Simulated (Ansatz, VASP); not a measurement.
One calculation of Ti3W2, two programs

Contents of INCAR:

```
SYSTEM = Ti3W2
PREC = Accurate ; ENCUT = 520
EDIFF = 1E-6 ; ISMEAR = 0
SIGMA = 0.1 ; LREAL = .FALSE.
LASPH = .TRUE. ; NELM = 80
ALGO = Fast ; ISIF = 2
LWAVE = .FALSE. ; LCHARG = .FALSE.
GGA = PE ; NBANDS = 75
```

Contents of KPOINTS:

```
Automatic mesh
0
G
  6 6 1
  0 0 0
```

POSCAR

```
Ti3W2
1.0
    2.8090106200      0.0000000000      0.0000000000
   -1.4045053100      2.4326745600      0.0000000000
    0.0000000000      0.0000000000     22.6689144300
Ti W
6 4
Direct
    0.3333333300      0.6666666700      0.9500000000
    0.3333333300      0.6666666700      0.3500000000
    0.3333333300      0.6666666700      0.5500000000
    0.6666666700      0.3333333300      0.0500000000
    0.6666666700      0.3333333300      0.4500000000
    0.6666666700      0.3333333300      0.6500000000
    0.3333333300      0.6666666700      0.7500000000
    0.3333333300      0.6666666700      0.1500000000
    0.6666666700      0.3333333300      0.8500000000
    0.6666666700      0.3333333300      0.2500000000
```

Input for Ansatz:

```yaml
crystal:
  lattice:
    - [2.80901062, 0.0, 0.0]
    - [-1.40450531, 2.43267456, 0.0]
    - [0.0, 0.0, 22.66891443]
  atoms:
    - { symbol: Ti, position: [0.33333333, 0.66666667, 0.95] }
    - { symbol: Ti, position: [0.33333333, 0.66666667, 0.35] }
    - { symbol: Ti, position: [0.33333333, 0.66666667, 0.55] }
    - { symbol: Ti, position: [0.66666667, 0.33333333, 0.05] }
    - { symbol: Ti, position: [0.66666667, 0.33333333, 0.45] }
    - { symbol: Ti, position: [0.66666667, 0.33333333, 0.65] }
    - { symbol: W, position: [0.33333333, 0.66666667, 0.75] }
    - { symbol: W, position: [0.33333333, 0.66666667, 0.15] }
    - { symbol: W, position: [0.66666667, 0.33333333, 0.85] }
    - { symbol: W, position: [0.66666667, 0.33333333, 0.25] }
basis:
  ecutwfc: 420
kpoints:
  mp_grid: { grid: [6, 6, 1] }
hamiltonian:
  xc: pbe
scf:
  occupations: { method: gaussian, width: 0.1 }
  lower_state_search: "off"
output:
  forces: true
  stress: true
  eigenvalues: true
```

Alike in both runs: task single point; functional PBE; k mesh 6 × 6 × 1; occupations gaussian, width 0.1 eV; no spin polarisation.

|  | VASP | Ansatz |
| --- | --- | --- |
| version | VASP 6.6.1 | Ansatz 0.2.0 |
| potentials or method | VASP PAW PBE potentials, release 64 (Ti_sv, W_sv), cutoff 520 eV | scalar-relativistic, plane waves, PAW |
| valence electrons in the cell | 128 | 128 |

```tsv
	VASP	Ansatz	Ansatz less VASP
gap on the k mesh at the Fermi level (eV)	none	none	-
pressure (GPa)	16.1	16.2	+0.06
traceless stress, the component that is largest in VASP (GPa)	4.12	4.01	-0.116
rms of the force components (eV/Å)	0.220	0.207	-0.0125
```

Atom by atom the forces differ by 0.019 eV/Å (rms over components). A gap of «none» marks a metal or a gap that the smearing closes. With one functional, cell and mesh, what is left measures potentials, basis and numerics.

The k mesh is coarse, so the values compare programs but aren't converged. Neither program's run includes spin-orbit coupling.
